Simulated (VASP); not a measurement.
Pd, 1 atom in the cell. The structure is cubic, space group Fm-3m (No. 225). Conventional cell: a = 3.882 Å, b = 3.882 Å, c = 3.882 Å, α = 90.00°, β = 90.00°, γ = 90.00°. Pd (site symmetry m-3m) has 12 Pd at 2.75 Å within 3.6 Å. 

| Property | Result |
| --- | --- |
| Program | VASP 6.6.1 |
| Task | single point |
| Functional | PBEsol |
| Potentials or basis | VASP PAW PBE potentials, release 64 (Pd) |
| Cutoff | 520 eV |
| k mesh | 15 × 15 × 15 |
| Occupations | fermi-dirac, width 0.136057 eV |
| Spin | no spin polarisation |
| Dipole correction | no |
| Further INCAR settings | ALGO = Normal; EDIFF = 1e-06; NBANDS = 11 |

Potentials or basis: VASP PAW PBE potentials, release 64 (Pd).

Launch:

```console
$ cat potpaw_PBE.64/Pd/POTCAR > POTCAR
$ mpirun -np 1 vasp_std > vasp.out
```

Hardware: 1 thread of Intel(R) Xeon(R) Platinum 8375C CPU @ 2.90GHz (Ice Lake) (shared host).

Question: Estimate the wall time of this run.

Answer: It took 11 s on 1 thread of Intel(R) Xeon(R) Platinum 8375C CPU @ 2.90GHz (Ice Lake), on a shared host, peak memory 0.14 GiB. Counts: scf iterations 11, k points 120.
